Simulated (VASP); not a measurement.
Input of a VASP 6.6.1 run:

Contents of INCAR:

```
SYSTEM = Mg2O
ALGO = Normal ; EDIFF = 1E-6
EDIFFG = -0.08 ; ENCUT = 600
GGA = PE ; IBRION = 2
ISIF = 3 ; ISMEAR = 0
LASPH = .TRUE. ; LCHARG = .FALSE.
LREAL = .FALSE. ; LWAVE = .FALSE.
NELM = 60 ; NSW = 36
PREC = Accurate ; SIGMA = 0.2
```

File KPOINTS:

```
k-points
0
G
  6 6 2
  0 0 0
```

The input POSCAR:

```
Mg2O
1.0
    3.1000000000      0.0000000000      0.0000000000
   -1.5500000000      2.6846787500      0.0000000000
    0.0000000000      0.0000000000      9.8800000000
Mg O
4 2
Direct
    0.0000000000      0.0000000000      0.0000000000
    0.3333333300      0.6666666700      0.7550000000
    0.6666666700      0.3333333300      0.2450000000
    0.0000000000      0.0000000000      0.5000000000
    0.3333333300      0.6666666700      0.1220000000
    0.6666666700      0.3333333300      0.8780000000
```

Potentials or basis: VASP PAW PBE potentials, release 64 (Mg, O).

Command:

```sh
$ cat potpaw_PBE.64/Mg/POTCAR potpaw_PBE.64/O/POTCAR > POTCAR
$ mpirun -np 1 vasp_std > vasp.out
```

Task: What does it give for the space group after relaxing (to 0.1 Å)?

Result: P-3m1 (No. 164).

Task: Estimate the relaxed cell.

Result: a = 3.077 Å, b = 3.077 Å, c = 10.025 Å, α = 90.00°, β = 90.00°, γ = 120.00°.

Forces on the atoms (eV/Å):
```
Mg   0.000  0.000  0.000
Mg   0.000  0.000  0.075
Mg   0.000  0.000 -0.075
Mg   0.000  0.000  0.000
O    0.000  0.000 -0.021
O    0.000  0.000  0.021
```

Caveat: the k points lie up to 0.39 Å⁻¹ apart in the final cell, too coarse for converged energies and pressures of a metal; the relaxation stopped at a loose force limit of 0.08 eV/Å, so its end isn't a converged minimum.
